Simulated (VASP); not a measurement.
# NiSb (P6_3/mmc) in VASP: further runs

NiSb is run at these levels: PBE, PBEsol; tasks: single point.

All numbers are computed with VASP 6.6.1; they aren't measurements. Logs are shortened: lines on timing, memory, paths and dates and some standing lists are left out, and cuts for length are marked.

### 1 The cell of the first run

The structure is hexagonal, space group P6_3/mmc (No. 194). Conventional cell: a = 3.928 Å, b = 3.928 Å, c = 5.120 Å, α = 90.00°, β = 90.00°, γ = 120.00°. Within 3.5 Å of Sb (site symmetry -6m2) lie 6 Ni at 2.60 Å and 6 Sb at 3.42 Å. Within 3.4 Å of Ni (site symmetry -3m) lie 2 Ni at 2.56 Å and 6 Sb at 2.60 Å.

### 2 Single point, PBE, collinear spin, ferromagnetic start

The input, INCAR:

```
PREC = Accurate
ENCUT = 690
EDIFF = 1E-6
ISMEAR = -1
SIGMA = 0.05
LREAL = False
LASPH = True
NELM = 200
ALGO = Normal
ISIF = 2
LWAVE = False
LCHARG = False
ISPIN = 2
MAGMOM = 0 0 1.25 1.25
LORBIT = 11
NUPDOWN = 2.5
LMAXMIX = 4
GGA = PE
NBANDS = 45
GGA_COMPAT = False
```

The input, KPOINTS:

```
Automatic mesh
0
Gamma
  7 7 5
```

The input, POSCAR:

```
NiSb
1.0
    3.9280000000      0.0000000000      0.0000000000
   -1.9640000000      3.4017477861      0.0000000000
    0.0000000000      0.0000000000      5.1200000000
Sb Ni
2 2
Direct
    0.6666666667      0.3333333333      0.7500000000
    0.3333333333      0.6666666667      0.2500000000
    0.0000000000      0.0000000000      0.5000000000
    0.0000000000      0.0000000000      0.0000000000
```

Potentials or basis: VASP PAW PBE potentials, release 64 (Sb_d_GW, Ni_sv_GW).

Run with:

```console
> cat potpaw_PBE.64/Sb_d_GW/POTCAR potpaw_PBE.64/Ni_sv_GW/POTCAR > POTCAR
> mpirun -np 1 vasp_std > vasp.out
```

OUTCAR:

```text
PREC = Accurate
   ENCUT = 690
   EDIFF = 1E-6
   ISMEAR = -1
   LREAL = False
   LASPH = True
   NELM = 200
   ISIF = 2
   ISPIN = 2
   LORBIT = 11
   NUPDOWN = 2.5
   GGA = PE

 ion  position               nearest neighbor table
   1  0.667  0.333  0.750-   3 2.60   4 2.60   3 2.60   4 2.60   3 2.60   4 2.60   2 3.42   2 3.42
                             2 3.42   2 3.42   2 3.42   2 3.42
   2  0.333  0.667  0.250-   3 2.60   4 2.60   3 2.60   4 2.60   3 2.60   4 2.60   1 3.42   1 3.42
                             1 3.42   1 3.42   1 3.42   1 3.42
   3  0.000  0.000  0.500-   4 2.56   4 2.56   1 2.60   2 2.60   1 2.60   2 2.60   1 2.60   2 2.60

   4  0.000  0.000  0.000-   3 2.56   3 2.56   1 2.60   2 2.60   1 2.60   2 2.60   1 2.60   2 2.60

  LATTYP: Found a hexagonal cell.
 ALAT       =     3.9280000000
 C/A-ratio  =     1.3034623218

  Lattice vectors:

 A1 = (   3.9280000000,   0.0000000000,   0.0000000000)
 A2 = (  -1.9640000000,   3.4017477861,   0.0000000000)
 A3 = (   0.0000000000,   0.0000000000,   5.1200000000)

Analysis of symmetry for initial positions (statically):
=====================================================================
 Subroutine PRICEL returns:
 Original cell was already a primitive cell.

 Routine SETGRP: Setting up the symmetry group for a
 hexagonal supercell.

 Subroutine GETGRP returns: Found 24 space group operations
 (whereof 12 operations were pure point group operations)
 out of a pool of 24 trial point group operations.

The static configuration has the point symmetry D_3d.
 The point group associated with its full space group is D_6h.

Analysis of symmetry for dynamics (positions and initial velocities):
=====================================================================
 Subroutine PRICEL returns:
 Original cell was already a primitive cell.

 Routine SETGRP: Setting up the symmetry group for a
 hexagonal supercell.

 Subroutine GETGRP returns: Found 24 space group operations
 (whereof 12 operations were pure point group operations)
 out of a pool of 24 trial point group operations.

The dynamic configuration has the point symmetry D_3d.
 The point group associated with its full space group is D_6h.

Analysis of structural, dynamic, and magnetic symmetry:
=====================================================================
 Subroutine PRICEL returns:
 Original cell was already a primitive cell.

 Routine SETGRP: Setting up the symmetry group for a
 hexagonal supercell.

 Subroutine GETGRP returns: Found 24 space group operations
 (whereof 12 operations were pure point group operations)
 out of a pool of 24 trial point group operations.

The overall configuration has the point symmetry D_3d.
 The point group associated with its full space group is D_6h.

 Subroutine INISYM returns: Found 24 space group operations
 (whereof 12 operations are pure point group operations),
 and found     1 'primitive' translations

----------------------------------------------------------------------------------------

                                     Primitive cell

  volume of cell :      68.4138

  direct lattice vectors                    reciprocal lattice vectors
     3.928000000  0.000000000  0.000000000     0.254582485  0.146983266  0.000000000
    -1.964000000  3.401747786  0.000000000     0.000000000  0.293966532  0.000000000
     0.000000000  0.000000000  5.120000000     0.000000000  0.000000000  0.195312500

  length of vectors
     3.928000000  3.928000000  5.120000000     0.293966532  0.293966532  0.195312500

  position of ions in fractional coordinates (direct lattice)
     0.666666667  0.333333333  0.750000000
     0.333333333  0.666666667  0.250000000
     0.000000000  0.000000000  0.500000000
     0.000000000  0.000000000  0.000000000

  ion indices of the primitive-cell ions
   primitive index   ion index
                 1           1
                 2           2
                 3           3
                 4           4

----------------------------------------------------------------------------------------

 KPOINTS: Automatic mesh

Automatic generation of k-mesh.
 Grid dimensions read from file:
 generate k-points for:    7    7    5

 Generating k-lattice:

  Cartesian coordinates                     Fractional coordinates (reciprocal lattice)
     0.036368926  0.020997609  0.000000000     0.142857143  0.000000000  0.000000000
     0.000000000  0.041995219  0.000000000     0.000000000  0.142857143  0.000000000
     0.000000000  0.000000000  0.039062500     0.000000000  0.000000000  0.200000000

  Length of vectors
     0.041995219  0.041995219  0.039062500

  Shift w.r.t. Gamma in fractional coordinates (k-lattice)
     0.000000000  0.000000000  0.000000000

 Subroutine IBZKPT returns following result:
 ===========================================

 Found     24 irreducible k-points:

 Following reciprocal coordinates:
            Coordinates               Weight
  0.000000  0.000000  0.000000      1.000000
  0.142857 -0.000000  0.000000      6.000000
  0.285714 -0.000000  0.000000      6.000000
  0.428571  0.000000  0.000000      6.000000
  0.142857  0.142857  0.000000      6.000000
  0.285714  0.142857  0.000000     12.000000
[... 16 lines left out ...]
  0.428571  0.142857  0.400000     12.000000
  0.285714  0.285714  0.400000     12.000000
   k-points           NKPTS =     24   k-points in BZ     NKDIM =     24   number of bands    NBANDS=     45
   number of dos      NEDOS =    301   number of ions     NIONS =      4
   total plane-waves  NPLWV =  62208
   dimension x,y,z NGX =    36 NGY =   36 NGZ =   48
   dimension x,y,z NGXF=    72 NGYF=   72 NGZF=   96
   ions per type =               2   2
   NGX,Y,Z   is equivalent  to a cutoff of  15.24, 15.24, 15.59 a.u.
   NGXF,Y,Z  is equivalent  to a cutoff of  30.47, 30.47, 31.17 a.u.
 SYSTEM =  unknown system
   PREC   = accura    normal or accurate (medium, high low for compatibility)
   ISTART =      0    job   : 0-new  1-cont  2-samecut
   ICHARG =      2    charge: 1-file 2-atom 10-const
   ISPIN  =      2    spin polarized calculation?
   LNONCOLLINEAR =      F non collinear calculations
   LSORBIT =      F    spin-orbit coupling
   LASPH  =      T    aspherical Exc in radial PAW
   ENCUT  =  690.0 eV  50.71 Ry    7.12 a.u.   8.41  8.41 10.97*2*pi/ulx,y,z
   NELM   =    200;   NELMIN=  2; NELMDL= -5     # of ELM steps
   EDIFF  = 0.1E-05   stopping-criterion for ELM
   LREAL  =      F    real-space projection
[... 7 lines left out ...]
   TEBEG  =    0.0;   TEEND  =   0.0 temperature during run
   PSTRESS=    0.0 pullay stress
   NELECT =      66.0000    total number of electrons
   NUPDOWN=       2.5000    fix difference up-down
   EMIN   =  10.00;   EMAX   =-10.00  energy-range for DOS
   EFERMI =   0.00;   METHOD = LEGACY
   ISMEAR =    -1;   SIGMA  =   0.05  broadening in eV -4-tet -1-fermi 0-gaus
   EFERMI_NEDOS =   21; number of points for ismear=-14 and -15
   IALGO  =     38    algorithm
   IMIX   =      4    mixing-type and parameters
     AMIX     =   0.40;   BMIX     =  1.00
     AMIX_MAG =   1.60;   BMIX_MAG =  1.00
  volume/ion in A,a.u.               =      17.10       115.42
  Fermi-wavevector in a.u.,A,eV,Ry     =   1.617614  3.056848 35.602036  2.616676
  Thomas-Fermi vector in A             =   2.712011
   LORBIT       =     11    0 simple, 1 ext, 2 COOP (PROOUT), +10 PAW based schemes
   GGA     = PE    functional components
   LHFCALC =     F    Hartree Fock is set to
   AEXX    =    0.0000 exact exchange contribution
   IVDW    =     0    specifies the selected vdW correction
   LEPSILON=     F    determine dielectric tensor
   LRPA    =     F    only Hartree local field effects (RPA)
 spin polarized calculation
  energy-cutoff  :      690.00
  volume of cell :       68.41
 maximum number of plane-waves:      2848
 NGX is ok and might be reduce to    36
   NGX = 17   NGY = 17   NGZ = 21

 number of electron      66.0000041 magnetization       2.5000003

 Free energy of the ion-electron system (eV)
  ---------------------------------------------------
  ext. energy  EPLUGINS =         0.00000000
  ---------------------------------------------------
  free energy    TOTEN  =       -21.01255630 eV

  energy without entropy =      -20.99159958  energy(sigma->0) =      -21.00207794

 E-fermi :   6.9910     XC(G=0): -12.0524

 val. band max:        8.8401306154   @ k =   0.2857   0.2857   0.2000
 cond. band min:       6.9960270857   @ k =   0.2857   0.2857   0.4000
 fundamental gap:     -1.8441035297
 Fermi energy:         8.8438384266

 spin component 1

 k-point     1 :       0.0000    0.0000    0.0000
  band No.  band energies     occupation
      1     -96.2377      1.00000
      2     -96.2304      1.00000
      3     -56.7292      1.00000
      4     -56.6443      1.00000
      5     -56.6110      1.00000
      6     -56.6110      1.00000
[... 37 lines left out ...]
     44      17.7192      0.00000
     45      17.9885      0.00000

 k-point     2 :       0.1429   -0.0000    0.0000
  band No.  band energies     occupation
      1     -96.2378      1.00000
      2     -96.2301      1.00000
      3     -56.7291      1.00000
      4     -56.6445      1.00000
      5     -56.6111      1.00000
      6     -56.6110      1.00000
[... 37 lines left out ...]
     44      18.6978      0.00000
     45      18.9548      0.00000

 k-point     3 :       0.2857   -0.0000    0.0000
  band No.  band energies     occupation
      1     -96.2378      1.00000
      2     -96.2301      1.00000
      3     -56.7292      1.00000
      4     -56.6445      1.00000
      5     -56.6113      1.00000
      6     -56.6111      1.00000
[... 997 lines left out ...]
     44      19.0278      0.00000
     45      19.4035      0.00000

 k-point    24 :       0.2857    0.2857    0.4000
  band No.  band energies     occupation
      1     -96.2352      1.00000
      2     -96.2326      1.00000
      3     -56.6999      1.00000
      4     -56.6738      1.00000
      5     -56.6086      1.00000
      6     -56.6086      1.00000
[... 37 lines left out ...]
     44      18.1149      0.00000
     45      18.7734      0.00000
 Fermi energy:         6.9910330057

 spin component 2

 k-point     1 :       0.0000    0.0000    0.0000
  band No.  band energies     occupation
      1     -95.3373      1.00000
      2     -95.3298      1.00000
      3     -55.7982      1.00000
      4     -55.7629      1.00000
      5     -55.7629      1.00000
      6     -55.7549      1.00000
[... 37 lines left out ...]
     44      18.1647      0.00000
     45      18.5478      0.00000

 k-point     2 :       0.1429   -0.0000    0.0000
  band No.  band energies     occupation
      1     -95.3374      1.00000
      2     -95.3294      1.00000
      3     -55.7981      1.00000
      4     -55.7630      1.00000
      5     -55.7630      1.00000
      6     -55.7547      1.00000
[... 37 lines left out ...]
     44      19.0598      0.00000
     45      19.3809      0.00000

 k-point     3 :       0.2857   -0.0000    0.0000
  band No.  band energies     occupation
      1     -95.3374      1.00000
      2     -95.3294      1.00000
      3     -55.7981      1.00000
      4     -55.7633      1.00000
      5     -55.7630      1.00000
      6     -55.7548      1.00000
[... 997 lines left out ...]
     44      19.3557      0.00000
     45      19.7121      0.00000

 k-point    24 :       0.2857    0.2857    0.4000
  band No.  band energies     occupation
      1     -95.3347      1.00000
      2     -95.3321      1.00000
      3     -55.7678      1.00000
      4     -55.7604      1.00000
      5     -55.7604      1.00000
      6     -55.7578      1.00000
[... 37 lines left out ...]
     44      18.4574      0.00000
     45      19.2241      0.00000

------------------------ aborting loop because EDIFF is reached ----------------------------------------

  FORCE on cell =-STRESS in cart. coord.  units (eV):
  Direction    XX          YY          ZZ          XY          YZ          ZX
  --------------------------------------------------------------------------------------
  -------------------------------------------------------------------------------------
  Total        4.2713203      4.2713203      3.3865511      0.0000000     -0.0000000      0.0000000
  in kB      100.0297468    100.0297468     79.3093999      0.0000000     -0.0000000      0.0000000
  external PRESSURE =      93.1229645 kB  Pullay stress =       0.0000000 kB

 VOLUME and BASIS-vectors are now :
 -----------------------------------------------------------------------------
  energy-cutoff  :      690.00
  volume of cell :       68.41
      direct lattice vectors                 reciprocal lattice vectors
     3.928000000  0.000000000  0.000000000     0.254582485  0.146983266  0.000000000
    -1.964000000  3.401747786  0.000000000     0.000000000  0.293966532  0.000000000
     0.000000000  0.000000000  5.120000000     0.000000000  0.000000000  0.195312500

 POSITION                                       TOTAL-FORCE (eV/Angst)
 -----------------------------------------------------------------------------------
      1.96400      1.13392      3.84000         0.000000      0.000000      0.000000
     -0.00000      2.26783      1.28000        -0.000000     -0.000000      0.000000
      0.00000      0.00000      2.56000         0.000000     -0.000000      0.000000
      0.00000      0.00000      0.00000        -0.000000     -0.000000      0.000000
 -----------------------------------------------------------------------------------
    total drift:                               -0.000001      0.000000     -0.000000

  FREE ENERGIE OF THE ION-ELECTRON SYSTEM (eV)
  ---------------------------------------------------
  free  energy   TOTEN  =       -21.0125562972 eV

  energy  without entropy=      -20.9915995755  energy(sigma->0) =      -21.00207794

 total charge

# of ion       s       p       d       f       tot
--------------------------------------------------
    1        1.265   1.464  10.073   0.030  12.832
    2        1.265   1.464  10.073   0.030  12.832
    3        2.222   6.289   7.880   0.003  16.393
    4        2.222   6.289   7.880   0.003  16.393
--------------------------------------------------
tot          6.973  15.505  35.906   0.065  58.449

 magnetization (x)

# of ion       s       p       d       f       tot
--------------------------------------------------
    1        0.069   0.192   0.016   0.002   0.279
    2        0.069   0.192   0.016   0.002   0.279
    3        0.013   0.045   0.717   0.001   0.776
    4        0.013   0.045   0.717   0.001   0.776
--------------------------------------------------
tot          0.165   0.472   1.467   0.006   2.111
```

Wall time 5.6 min (1 thread of Intel Xeon Platinum 8259CL at 2.50GHz (Skylake/Cascade Lake), shared host); peak memory 0.41 GiB.

What came out:

```yaml
Free_energy: -21.0126 eV
Pressure: 9.3 GPa
Net_moment: 2.50 μB per cell
Site_moments: Sb +0.28; Ni +0.78 μB
Valence_electrons_inside_the_program's_atomic_spheres: Sb 12.83; Ni 16.39
```

Caveat: the cell stands under pressure; spin-orbit coupling is left out, which moves the levels of the heavy elements; the total moment is fixed, so each spin has its own Fermi level and the state may be an excited one.

[end of part 1 of 2]
